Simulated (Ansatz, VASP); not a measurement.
## CdO in VASP and in Ansatz

POSCAR

```
CdO
1.0
    0.0000000000      2.3530040401      2.3530040401
    2.3530040401      0.0000000000      2.3530040401
    2.3530040401      2.3530040401      0.0000000000
Cd O
1 1
Direct
    0.0000000000      0.0000000000      0.0000000000
    0.5000000000      0.5000000000      0.5000000000
```

INCAR.step1

```
PREC = Accurate ; ENCUT = 770
ISMEAR = 1 ; SIGMA = 0.2
LREAL = False ; LASPH = True
NELM = 120 ; NBANDS = 20
GGA = PE ; ALGO = Normal
EDIFF = 1E-5 ; LWAVE = True
LCHARG = False ; GGA_COMPAT = False
```

Contents of INCAR.step2:

```
PREC = Accurate ; ENCUT = 770
EDIFF = 1E-6 ; ISMEAR = 1
SIGMA = 0.2 ; LREAL = False
LASPH = True ; NELM = 120
ALGO = Normal ; ISIF = 2
LWAVE = False ; LCHARG = True
METAGGA = R2SCAN ; LMIXTAU = True
LELF = True ; LVHAR = True
NBANDS = 20 ; ISTART = 1
GGA_COMPAT = False
```

File KPOINTS:

```
regular mesh
0
Gamma
  6 6 6
```

Input for Ansatz:

```yaml
crystal:
  lattice:
    - [0.0, 2.3530040401, 2.3530040401]
    - [2.3530040401, 0.0, 2.3530040401]
    - [2.3530040401, 2.3530040401, 0.0]
  atoms:
    - { symbol: Cd, position: [0.0, 0.0, 0.0] }
    - { symbol: O, position: [0.5, 0.5, 0.5] }
kpoints:
  mp_grid: { grid: [6, 6, 6] }
hamiltonian:
  xc: r2scan
scf:
  occupations: { method: methfessel_paxton, width: 0.2 }
  n_extra_bands: 4
output:
  forces: true
  stress: true
  eigenvalues: true
```

Alike in both runs: task single point; functional r2SCAN; k mesh 6 × 6 × 6; occupations methfessel-paxton of order 1, width 0.2 eV; no spin polarisation.

|  | VASP | Ansatz |
| --- | --- | --- |
| version | VASP 6.6.1 | Ansatz 0.2.0 |
| potentials or method | VASP PAW PBE potentials, release 64 (Cd_sv_GW, O) | plane waves |
| plane-wave cutoff (eV) | 770 | 500 |
| valence electrons in the cell | 26 | 26 |

```tsv
	VASP	Ansatz	Ansatz less VASP
pressure (GPa)	-0.4	0.0	+0.39
```

VASP's potentials were made for PBE, not for r2SCAN. With one functional, cell and mesh, what is left measures potentials, basis and numerics.
